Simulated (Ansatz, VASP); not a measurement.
# Two plane-wave programs on Fe

Contents of INCAR:

```
ALGO = Normal
EDIFF = 1E-6
ENCUT = 600
GGA = PE
GGA_COMPAT = False
ISIF = 2
ISMEAR = 0
ISPIN = 2
LASPH = True
LCHARG = True
LELF = True
LMAXMIX = 4
LORBIT = 11
LREAL = False
LVHAR = True
LWAVE = False
MAGMOM = 0.4
NBANDS = 14
NELM = 200
PREC = Accurate
SIGMA = 0.1
```

The input KPOINTS:

```
k-points
0
Gamma
  14 14 14
```

File POSCAR:

```
Fe
1.0
   -1.4345000000      1.4345000000      1.4345000000
    1.4345000000     -1.4345000000      1.4345000000
    1.4345000000      1.4345000000     -1.4345000000
Fe
1
Direct
    0.0000000000      0.0000000000      0.0000000000
```

Input for Ansatz:

```yaml
crystal:
  lattice:
    - [-1.4345, 1.4345, 1.4345]
    - [1.4345, -1.4345, 1.4345]
    - [1.4345, 1.4345, -1.4345]
  atoms:
    - { symbol: Fe, position: [0.0, 0.0, 0.0], spin: 0.4 }
magnetization:
  spin_polarized: true
hamiltonian:
  xc: pbe
  pseudopotentials: { kind: paw }
basis:
  ecutwfc: 420
kpoints:
  mp_grid: { grid: [14, 14, 14] }
scf:
  occupations: { method: gaussian, width: 0.1 }
  lower_state_search: "off"
output:
  forces: true
  stress: true
```

Change from the starting cell: parallel moments scaled by 0.1, free total moment.

Alike in both runs: task single point; functional PBE; k mesh 14 × 14 × 14; occupations gaussian, width 0.1 eV; collinear spin.

|  | VASP | Ansatz |
| --- | --- | --- |
| version | VASP 6.6.1 | Ansatz 0.2.0 |
| potentials or method | VASP PAW PBE potentials, release 64 (Fe), cutoff 600 eV | PAW, plane waves, scalar-relativistic |
| valence electrons in the cell | 8 | 16 |

```tsv
	VASP	Ansatz	Ansatz less VASP
pressure (GPa)	-7.3	-7.3	+0.01
net moment per atom (μB)	2.24	2.22	-0.017
size of the moment on the site where the two differ most (μB)	2.24	2.27	+0.030
```

Site moments also hang on the region over which each program counts them. VASP's potentials hold 8 valence electrons a cell and Ansatz's 16, so a difference there can come from the potentials and not from the codes.
